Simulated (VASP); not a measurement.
# ZrIn in VASP: a series of runs, part 2 of 2

VASP 6.6.1.

## 3. Single point, LDA (21.97 Å³/atom)

Input file INCAR:

```
SYSTEM = ZrIn
PREC = Accurate
ENCUT = 520
EDIFF = 1E-6
ISMEAR = -1
SIGMA = 0.05
LREAL = .FALSE.
LASPH = .TRUE.
NELM = 100
ALGO = Normal
ISIF = 2
LWAVE = .FALSE.
LCHARG = .TRUE.
GGA = CA
LELF = .TRUE.
LVHAR = .TRUE.
NBANDS = 20
```

Input file KPOINTS:

```
Automatic mesh
0
G
  12 12 8
  0 0 0
```

Input file POSCAR:

```
ZrIn
1.0
    3.1520244363      0.0000000000      0.0000000000
    0.0000000000      3.1520244363      0.0000000000
    0.0000000000      0.0000000000      4.4220101050
Zr In
1 1
Direct
    0.0000000000      0.0000000000      0.0000000000
    0.5000000000      0.5000000000      0.5000000000
```

Potentials or basis: VASP PAW LDA potentials, release 64 (Zr_sv, In_d).

Run with:

```console
$ cat potpaw_LDA.64/Zr_sv/POTCAR potpaw_LDA.64/In_d/POTCAR > POTCAR
$ mpirun -np 1 vasp_std > vasp.out
```

OUTCAR:

```text
SYSTEM = ZrIn
   PREC = Accurate
   ENCUT = 520
   EDIFF = 1E-6
   ISMEAR = -1
   LREAL = .FALSE.
   LASPH = .TRUE.
   NELM = 100
   ISIF = 2
   GGA = CA

 ion  position               nearest neighbor table
   1  0.000  0.000  0.000-   2 3.14   2 3.14   2 3.14   2 3.14   2 3.14   2 3.14   2 3.14   2 3.14

   2  0.500  0.500  0.500-   1 3.14   1 3.14   1 3.14   1 3.14   1 3.14   1 3.14   1 3.14   1 3.14

  LATTYP: Found a simple tetragonal cell.
 ALAT       =     3.1520244363
 C/A-ratio  =     1.4029111114

  Lattice vectors:

 A1 = (   3.1520244363,   0.0000000000,   0.0000000000)
 A2 = (   0.0000000000,   3.1520244363,   0.0000000000)
 A3 = (   0.0000000000,   0.0000000000,   4.4220101050)

Analysis of symmetry for initial positions (statically):
=====================================================================
 Subroutine PRICEL returns:
 Original cell was already a primitive cell.

 Routine SETGRP: Setting up the symmetry group for a
 simple tetragonal supercell.

 Subroutine GETGRP returns: Found 16 space group operations
 (whereof 16 operations were pure point group operations)
 out of a pool of 16 trial point group operations.

The static configuration has the point symmetry D_4h.

Analysis of symmetry for dynamics (positions and initial velocities):
=====================================================================
 Subroutine PRICEL returns:
 Original cell was already a primitive cell.

 Routine SETGRP: Setting up the symmetry group for a
 simple tetragonal supercell.

 Subroutine GETGRP returns: Found 16 space group operations
 (whereof 16 operations were pure point group operations)
 out of a pool of 16 trial point group operations.

The dynamic configuration has the point symmetry D_4h.

 Subroutine INISYM returns: Found 16 space group operations
 (whereof 16 operations are pure point group operations),
 and found     1 'primitive' translations

----------------------------------------------------------------------------------------

                                     Primitive cell

  volume of cell :      43.9338

  direct lattice vectors                    reciprocal lattice vectors
     3.152024436  0.000000000  0.000000000     0.317256424  0.000000000  0.000000000
     0.000000000  3.152024436  0.000000000     0.000000000  0.317256424  0.000000000
     0.000000000  0.000000000  4.422010105     0.000000000  0.000000000  0.226141500

  length of vectors
     3.152024436  3.152024436  4.422010105     0.317256424  0.317256424  0.226141500

  position of ions in fractional coordinates (direct lattice)
     0.000000000  0.000000000  0.000000000
     0.500000000  0.500000000  0.500000000

  ion indices of the primitive-cell ions
   primitive index   ion index
                 1           1
                 2           2

----------------------------------------------------------------------------------------

 KPOINTS: Automatic mesh

Automatic generation of k-mesh.
 Grid dimensions read from file:
 generate k-points for:   12   12    8

 Generating k-lattice:

  Cartesian coordinates                     Fractional coordinates (reciprocal lattice)
     0.026438035  0.000000000  0.000000000     0.083333333  0.000000000  0.000000000
     0.000000000  0.026438035  0.000000000     0.000000000  0.083333333  0.000000000
     0.000000000  0.000000000  0.028267688     0.000000000  0.000000000  0.125000000

  Length of vectors
     0.026438035  0.026438035  0.028267688

  Shift w.r.t. Gamma in fractional coordinates (k-lattice)
     0.000000000  0.000000000  0.000000000

 Subroutine IBZKPT returns following result:
 ===========================================

 Found    140 irreducible k-points:

 Following reciprocal coordinates:
            Coordinates               Weight
  0.000000  0.000000  0.000000      1.000000
  0.083333  0.000000  0.000000      4.000000
  0.166667  0.000000  0.000000      4.000000
  0.250000  0.000000  0.000000      4.000000
  0.333333  0.000000  0.000000      4.000000
  0.416667  0.000000  0.000000      4.000000
[... 16 lines left out ...]
  0.333333  0.333333  0.000000      4.000000
  0.416667  0.333333  0.000000      8.000000
 [... further k-points ...]
   k-points           NKPTS =    140   k-points in BZ     NKDIM =    140   number of bands    NBANDS=     20
   number of dos      NEDOS =    301   number of ions     NIONS =      2
   total plane-waves  NPLWV =  20736
   dimension x,y,z NGX =    24 NGY =   24 NGZ =   36
   dimension x,y,z NGXF=    48 NGYF=   48 NGZF=   72
   ions per type =               1   1
   NGX,Y,Z   is equivalent  to a cutoff of  12.66, 12.66, 13.53 a.u.
   NGXF,Y,Z  is equivalent  to a cutoff of  25.32, 25.32, 27.07 a.u.
 SYSTEM =  ZrIn
   PREC   = accura    normal or accurate (medium, high low for compatibility)
   ISTART =      0    job   : 0-new  1-cont  2-samecut
   ICHARG =      2    charge: 1-file 2-atom 10-const
   ISPIN  =      1    spin polarized calculation?
   LNONCOLLINEAR =      F non collinear calculations
   LSORBIT =      F    spin-orbit coupling
   LASPH  =      T    aspherical Exc in radial PAW
   ENCUT  =  520.0 eV  38.22 Ry    6.18 a.u.   5.86  5.86  8.22*2*pi/ulx,y,z
   NELM   =    100;   NELMIN=  2; NELMDL= -5     # of ELM steps
   EDIFF  = 0.1E-05   stopping-criterion for ELM
   LREAL  =      F    real-space projection
   EDIFFG = 0.1E-04   stopping-criterion for IOM
   NSW    =      0    number of steps for IOM
   IBRION =     -1    ionic relax: 0-MD 1-quasi-New 2-CG
   NFREE  =      0    steps in history (QN), initial steepest desc. (CG)
   ISIF   =      2    stress and relaxation
   ISYM   =      2    0-nonsym 1-usesym 2-fastsym
   POTIM  = 0.5000    time-step for ionic-motion
   TEBEG  =    0.0;   TEEND  =   0.0 temperature during run
   PSTRESS=    0.0 pullay stress
   NELECT =      25.0000    total number of electrons
   NUPDOWN=      -1.0000    fix difference up-down
   EMIN   =  10.00;   EMAX   =-10.00  energy-range for DOS
   EFERMI =   0.00;   METHOD = LEGACY
   ISMEAR =    -1;   SIGMA  =   0.05  broadening in eV -4-tet -1-fermi 0-gaus
   EFERMI_NEDOS =   21; number of points for ismear=-14 and -15
   IALGO  =     38    algorithm
   IMIX   =      4    mixing-type and parameters
     AMIX     =   0.40;   BMIX     =  1.00
     AMIX_MAG =   1.60;   BMIX_MAG =  1.00
  volume/ion in A,a.u.               =      21.97       148.24
  Fermi-wavevector in a.u.,A,eV,Ry     =   1.356611  2.563622 25.040058  1.840392
  Thomas-Fermi vector in A             =   2.483599
   LORBIT       =      0    0 simple, 1 ext, 2 COOP (PROOUT), +10 PAW based schemes
   GGA     = CA    functional components
   LHFCALC =     F    Hartree Fock is set to
   AEXX    =    0.0000 exact exchange contribution
   IVDW    =     0    specifies the selected vdW correction
   LEPSILON=     F    determine dielectric tensor
   LRPA    =     F    only Hartree local field effects (RPA)
 non-spin polarized calculation
  energy-cutoff  :      520.00
  volume of cell :       43.93
 maximum number of plane-waves:      1208
 NGX is ok and might be reduce to    24
   NGX = 11   NGY = 11   NGZ = 17

 number of electron      25.0000008 magnetization

 Free energy of the ion-electron system (eV)
  ---------------------------------------------------
  ext. energy  EPLUGINS =         0.00000000
  ---------------------------------------------------
  free energy    TOTEN  =       -13.31707719 eV

  energy without entropy =      -13.30511672  energy(sigma->0) =      -13.31109696

 E-fermi :   9.2906     XC(G=0): -11.4897

 val. band max:        9.2768375922   @ k =   0.1667   0.0833   0.2500
 cond. band min:       9.2956857100   @ k =   0.3333   0.3333   0.2500
 fundamental gap:      0.0188481178
 Fermi energy:         9.2905958439

 k-point     1 :       0.0000    0.0000    0.0000
  band No.  band energies     occupation
      1     -39.3545      2.00000
      2     -17.6835      2.00000
      3     -17.1738      2.00000
      4     -17.1738      2.00000
      5      -5.3090      2.00000
      6      -5.0541      2.00000
[... 12 lines left out ...]
     19      15.9433      0.00000
     20      20.6793      0.00000
[... 507 lines left out ...]
 k-point    24 :       0.4167    0.3333    0.0000
  band No.  band energies     occupation
      1     -39.2573      2.00000
      2     -17.6842      2.00000
      3     -17.5644      2.00000
      4     -17.5639      2.00000
      5      -5.1240      2.00000
      6      -5.0236      2.00000
[... 12 lines left out ...]
     19      16.4434      0.00000
     20      18.6400      0.00000

 [... further k-points ...]

------------------------ aborting loop because EDIFF is reached ----------------------------------------

  FORCE on cell =-STRESS in cart. coord.  units (eV):
  Direction    XX          YY          ZZ          XY          YZ          ZX
  --------------------------------------------------------------------------------------
  -------------------------------------------------------------------------------------
  Total       -1.6159035     -1.6159035     -1.6240762      0.0000000      0.0000000      0.0000000
  in kB      -58.9287337    -58.9287337    -59.2267777      0.0000000      0.0000000      0.0000000
  external PRESSURE =     -59.0280817 kB  Pullay stress =       0.0000000 kB

 VOLUME and BASIS-vectors are now :
 -----------------------------------------------------------------------------
  energy-cutoff  :      520.00
  volume of cell :       43.93
      direct lattice vectors                 reciprocal lattice vectors
     3.152024436  0.000000000  0.000000000     0.317256424  0.000000000  0.000000000
     0.000000000  3.152024436  0.000000000     0.000000000  0.317256424  0.000000000
     0.000000000  0.000000000  4.422010105     0.000000000  0.000000000  0.226141500

 POSITION                                       TOTAL-FORCE (eV/Angst)
 -----------------------------------------------------------------------------------
      0.00000      0.00000      0.00000         0.000000      0.000000      0.000000
      1.57601      1.57601      2.21101         0.000000      0.000000      0.000000
 -----------------------------------------------------------------------------------
    total drift:                                0.000000      0.000000     -0.000000

  FREE ENERGIE OF THE ION-ELECTRON SYSTEM (eV)
  ---------------------------------------------------
  free  energy   TOTEN  =       -13.3170771941 eV

  energy  without entropy=      -13.3051167181  energy(sigma->0) =      -13.31109696
```

stdout:

```text
POSCAR found type information on POSCAR ZrIn
 POSCAR found :  2 types and       2 ions
 scaLAPACK will be used
 LDA part: xc-table for (Slater(with rela. corr.)+CA(PZ))
 , standard interpolation
 POSCAR, INCAR and KPOINTS ok, starting setup
 FFT: planning ... GRIDC
 FFT: planning ... GRID_SOFT
 FFT: planning ... GRID
 WAVECAR not read
 entering main loop
```

It took 56 s on 1 thread of AMD EPYC 9R45 (Zen 5), shared host; peak memory 0.2 GiB.

What came out:

- Free energy: -13.3171 eV
- Pressure: -5.9 GPa
- Band gap on the k mesh: zero (an odd number of electrons rules out a gap without spin polarisation)

Caveat: the cell stands under tension; spin-orbit coupling is left out, which moves the levels of the heavy elements.

## 4. Relaxation of shape and atoms at fixed volume, LDA

Input file INCAR:

```
SYSTEM = ZrIn
ALGO     = Normal         ! electronic algorithm
EDIFF    = 1E-6           ! SCF threshold, eV
EDIFFG   = -0.01          ! ionic threshold
ENCUT    = 600            ! plane-wave cutoff, eV
GGA      = CA             ! functional
IBRION   = 2              ! ionic algorithm
ISIF     = 4              ! what is computed and relaxed
ISMEAR   = -1             ! smearing method
LASPH    = .True.         ! aspherical terms in the spheres
LCHARG   = .False.        ! write CHGCAR
LREAL    = .False.        ! projectors in reciprocal space
LWAVE    = .False.        ! write WAVECAR
NELM     = 100            ! most SCF steps
NSW      = 50             ! ionic steps
PREC     = Accurate       ! precision mode
SIGMA    = 0.05           ! smearing width, eV
```

Input file KPOINTS:

```
k-points
0
Gamma
  12 12 8
  0 0 0
```

Input file POSCAR:

```
ZrIn
1.0
    3.1406491600      0.0000000000      0.0000000000
    0.0000000000      3.1406491600      0.0000000000
    0.0000000000      0.0000000000      4.4541007200
Zr In
1 1
Direct
    0.0000000000      0.0000000000      0.0000000000
    0.5000000000      0.5000000000      0.5000000000
```

Run with:

```console
$ cat potpaw_LDA.64/Zr_sv/POTCAR potpaw_LDA.64/In_d/POTCAR > POTCAR
$ mpirun -np 1 vasp_std > vasp.out
```

It took 79 s on 1 thread of Intel Xeon 6975P-C (Granite Rapids), shared host; peak memory 0.25 GiB.

It converged, with:

* Free energy: -13.3170 eV
* Energy gained by relaxing: 0.4 meV/atom
* Ionic steps: 3
* Pressure after relaxing: -5.9 GPa
* Band gap on the k mesh: zero (an odd number of electrons rules out a gap without spin polarisation)

The path:
```tsv
step	energy change (eV)	largest force (eV/Å)	pressure (GPa)	volume (Å³)
1	0.0000	0.0000	-5.87	43.93
2	-0.0006	0.0000	-5.86	43.93
3	-0.0008	0.0000	-5.86	43.93
```

Final structure:
```
Zr In
1.0
     3.15263    0.00000    0.00000
     0.00000    3.15263    0.00000
     0.00000    0.00000    4.42031
Zr In
1 1
Direct
  0.00000 0.00000 0.00000
  0.50000 0.50000 0.50000
```

Levels at points of the mesh, in eV from the Fermi level:
```
           k point  band 10  band 11  band 12  band 13  band 14  band 15  band 16
(0.00, 0.00, 0.00)    -8.91    -1.69    -1.09    -0.17     2.77     2.77     4.20
(0.50, 0.00, 0.00)    -5.01    -4.40    -2.06    -0.64     1.66     2.99     5.32
(0.50, 0.50, 0.00)    -3.91    -0.73    -0.73     0.27     0.27     0.31     3.26
(0.00, 0.00, 0.50)    -7.50    -4.91    -1.11     0.59     1.70     1.70     4.17
(0.50, 0.00, 0.50)    -5.67    -2.61    -1.11    -0.89     1.91     2.06     2.89
(0.50, 0.50, 0.50)    -2.95    -2.70    -2.70    -0.95     2.33     4.21     5.07
```

Caveat: spin-orbit coupling is left out, which moves the levels of the heavy elements.

## 5. Single point, LDA

This run uses another cell than the first one, of 18.67 Å³/atom.

Input file INCAR:

```
  PREC = Accurate
  ENCUT = 520
  EDIFF = 1E-6
  ISMEAR = -1
  SIGMA = 0.05
  LREAL = False
  LASPH = True
  NELM = 60
  ALGO = Normal
  ISIF = 2
  LWAVE = False
  LCHARG = False
  NBANDS = 20
  ISYM = 0
```

Input file KPOINTS:

```
regular mesh
0
Gamma
  12 12 8
```

Input file POSCAR:

```
ZrIn
1.0
    2.9808594612     -0.0001082569     -0.0000350297
   -0.0001082569      2.9809592288     -0.0006965564
   -0.0000496795     -0.0009878634      4.2026216686
Zr In
1 1
Direct
    0.0004541891     -0.0003703251      0.0002129228
    0.5004764090      0.5000677834      0.5003138089
```

Potentials or basis: VASP PAW LDA potentials, release 64 (Zr_sv, In_d).

Run with:

```console
$ cat potpaw_LDA.64/Zr_sv/POTCAR potpaw_LDA.64/In_d/POTCAR > POTCAR
$ mpirun -np 1 vasp_std > vasp.out
```

OUTCAR:

```text
PREC = Accurate
   ENCUT = 520
   EDIFF = 1E-6
   ISMEAR = -1
   LREAL = False
   LASPH = True
   NELM = 60
   ISIF = 2
   ISYM = 0

 ion  position               nearest neighbor table
   1  0.000  1.000  0.000-   2 2.97   2 2.97   2 2.98   2 2.98   2 2.98   2 2.98   2 2.98   2 2.98

   2  0.500  0.500  0.500-   1 2.97   1 2.97   1 2.98   1 2.98   1 2.98   1 2.98   1 2.98   1 2.98

IMPORTANT INFORMATION: All symmetrisations will be switched off!
NOSYMM: (Re-)initialisation of all symmetry stuff for point group C_1.

[... 704 lines left out ...]

  FORCE on cell =-STRESS in cart. coord.  units (eV):
  Direction    XX          YY          ZZ          XY          YZ          ZX
  --------------------------------------------------------------------------------------
  -------------------------------------------------------------------------------------
  Total        3.3389660      3.3374927      3.3441399      0.0005479      0.0143868      0.0007228
  in kB      143.2533440    143.1901344    143.4753255      0.0235069      0.6172431      0.0310101
  external PRESSURE =     143.3062679 kB  Pullay stress =       0.0000000 kB

 VOLUME and BASIS-vectors are now :
 -----------------------------------------------------------------------------
  energy-cutoff  :      520.00
  volume of cell :       37.34
      direct lattice vectors                 reciprocal lattice vectors
     2.980859461 -0.000108257 -0.000035030     0.335473716  0.000012184  0.000003969
    -0.000108257  2.980959229 -0.000696556     0.000012184  0.335462507  0.000078854
    -0.000049679 -0.000987863  4.202621669     0.000002798  0.000055601  0.237946723

 POSITION                                       TOTAL-FORCE (eV/Angst)
 -----------------------------------------------------------------------------------
      0.00125      2.97986      0.00020         0.000345      0.006836      0.004790
      1.49177      1.49013      2.10226        -0.000345     -0.006836     -0.004790
 -----------------------------------------------------------------------------------
    total drift:                               -0.000012      0.000007     -0.000032

  FREE ENERGIE OF THE ION-ELECTRON SYSTEM (eV)
  ---------------------------------------------------
  free  energy   TOTEN  =       -13.1990655617 eV

  energy  without entropy=      -13.1892616657  energy(sigma->0) =      -13.19416361
```

OSZICAR:

```text
N       E                     dE             d eps       ncg     rms          rms(c)
DAV:   1     0.241089411220E+03    0.24109E+03   -0.12913E+04 23772   0.168E+03
DAV:   2     0.441811263634E+01   -0.23667E+03   -0.22897E+03 23840   0.428E+02
DAV:   3    -0.128176191498E+02   -0.17236E+02   -0.16872E+02 28032   0.114E+02
DAV:   4    -0.137077166227E+02   -0.89010E+00   -0.88323E+00 37328   0.203E+01
DAV:   5    -0.137265049692E+02   -0.18788E-01   -0.18777E-01 27832   0.263E+00    0.153E+01
DAV:   6    -0.132928202058E+02    0.43368E+00   -0.54151E-01 30352   0.861E+00    0.647E+00
DAV:   7    -0.132030191353E+02    0.89801E-01   -0.24873E-01 33236   0.506E+00    0.110E+00
DAV:   8    -0.131992603071E+02    0.37588E-02   -0.17603E-02 28624   0.119E+00    0.206E-01
DAV:   9    -0.131990811229E+02    0.17918E-03   -0.12201E-03 34280   0.268E-01    0.906E-02
DAV:  10    -0.131990689733E+02    0.12150E-04   -0.96249E-05 31592   0.910E-02    0.275E-02
DAV:  11    -0.131990657653E+02    0.32080E-05   -0.10856E-05 32976   0.370E-02    0.689E-03
DAV:  12    -0.131990655617E+02    0.20353E-06   -0.95744E-07 16660   0.932E-03
   1 F= -.13199066E+02 E0= -.13194164E+02  d E =-.980390E-02
```

Wall time 97 s (1 thread of Intel Xeon 6975P-C (Granite Rapids), shared host); peak memory 0.49 GiB.

Results:

```yaml
Free_energy: -13.1991 eV
Pressure: 14.3 GPa
Largest_force: 0.008 eV/Å
Band_gap_on_the_k_mesh: zero (an odd number of electrons rules out a gap without spin polarisation)
```

Forces in eV/Å, atoms in the order of the input:
```
Zr   0.000  0.007  0.005
In   0.000 -0.007 -0.005
```

Caveat: the cell stands under pressure; spin-orbit coupling is left out, which moves the levels of the heavy elements.

## 6. The runs side by side

```tsv
task	cell	cutoff (eV)	gap on the mesh (eV)	pressure (GPa)
single point	a = 3.152, b = 3.152, c = 4.422 Å, 2 atoms, atomic positions A	520	none	-5.9
relaxation of shape and atoms at fixed volume	relaxed from a = 3.141, b = 3.141, c = 4.454 Å, 2 atoms, atomic positions A	600	none	-5.9
single point	a = 2.981, b = 2.981, c = 4.203 Å, 2 atoms, atomic positions B	520	none	14.3
```

Alike in all rows: level LDA; potentials or basis VASP PAW LDA potentials, release 64 (Zr_sv, In_d); no spin polarisation; k mesh 12 × 12 × 8; smearing fermi-dirac 0.05 eV.

Caveats: spin-orbit coupling is left out, which moves the levels of the heavy elements; the cell stands under tension (at least some runs); the cell stands under pressure (at least some runs).

Absolute energies hang on the potentials; compare differences alone.

The gap in the log of VASP goes by the Fermi energy; the results here count the filled bands.